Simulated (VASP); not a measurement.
Si12C11: single point with PBE

Si12C11, a slab with vacuum:

```
CELL_PARAMETERS angstrom
6.15200 0.00000 0.00000
0.00000 5.04800 0.00000
0.00000 0.00000 26.21575
ATOMIC_POSITIONS crystal
Si 0.00000 0.00000 0.38145
Si 0.50000 0.00000 0.38145
Si 0.25000 0.50000 0.41532
Si 0.75000 0.50000 0.41532
Si 0.25000 0.00000 0.48306
Si 0.75000 0.00000 0.48306
Si 0.00208 0.49670 0.51735
Si 0.49792 0.49670 0.51735
Si 0.00476 0.99777 0.58573
Si 0.49524 0.99777 0.58573
Si 0.25000 0.47970 0.62910
Si 0.75000 0.47833 0.60915
C 0.00000 0.61500 0.38145
C 0.50000 0.61500 0.38145
C 0.25000 0.11500 0.41532
C 0.75000 0.11500 0.41532
C 0.25000 0.61500 0.48306
C 0.75000 0.61500 0.48306
C 0.00234 0.12089 0.51695
C 0.49766 0.12089 0.51695
C 0.00904 0.62165 0.58703
C 0.49096 0.62165 0.58703
C 0.75000 0.13170 0.61511
```

This cell differs from its parent crystal: atoms taken out, then relaxed in part.

| Quantity | Value |
| --- | --- |
| Program | VASP 6.6.1 |
| Task | single point |
| Functional | PBE |
| Potentials or basis | VASP PAW PBE potentials, release 64 (Si, C) |
| Cutoff | 520 eV |
| k mesh | 4 × 5 × 1 |
| Occupations | gaussian, width 0.1 eV |
| Spin | no spin polarisation |

| Quantity | Value |
| --- | --- |
| Largest force | 3.068 eV/Å |
| Band gap on the k mesh | 0.46 eV (least direct gap 0.55 eV) |

Forces on the atoms (eV/Å):
```
Si   0.012 -2.758  1.343
Si  -0.012 -2.758  1.343
Si   0.000  0.061 -2.371
Si   0.000  0.071 -2.332
Si   0.000 -1.213 -0.095
Si   0.000 -1.195  0.395
Si  -0.008 -0.007  0.003
Si   0.008 -0.007  0.003
Si   0.007 -0.001  0.020
Si  -0.007 -0.001  0.020
Si   0.000 -0.030 -0.008
Si   0.000 -0.025 -0.034
C   -0.007  1.819  0.899
C    0.007  1.819  0.899
C    0.000  1.263 -0.928
C    0.000  1.290 -0.816
C    0.000  0.883  0.696
C    0.000  0.685  0.952
C   -0.007  0.013  0.013
C    0.007  0.013  0.013
C    0.002  0.045  0.004
C   -0.002  0.045  0.004
C    0.000 -0.010 -0.021
```

Levels at points of the mesh, in eV from the valence-band top:
| k point | band 44 | band 45 | band 46 | band 47 | band 48 | band 49 |
| --- | --- | --- | --- | --- | --- | --- |
| (0.00, 0.00, 0.00) | -0.37 | -0.33 | -0.10 | 1.27 | 1.33 | 1.42 |
| (0.50, 0.00, 0.00) | -0.53 | -0.51 | -0.27 | 0.80 | 1.47 | 1.50 |

Run time: 19 min on 1 thread of Intel Xeon 8259CL, with other jobs on the host, peak memory 0.87 GiB.

Caveat: the cell differs from its parent crystal (atoms taken out, then relaxed in part).
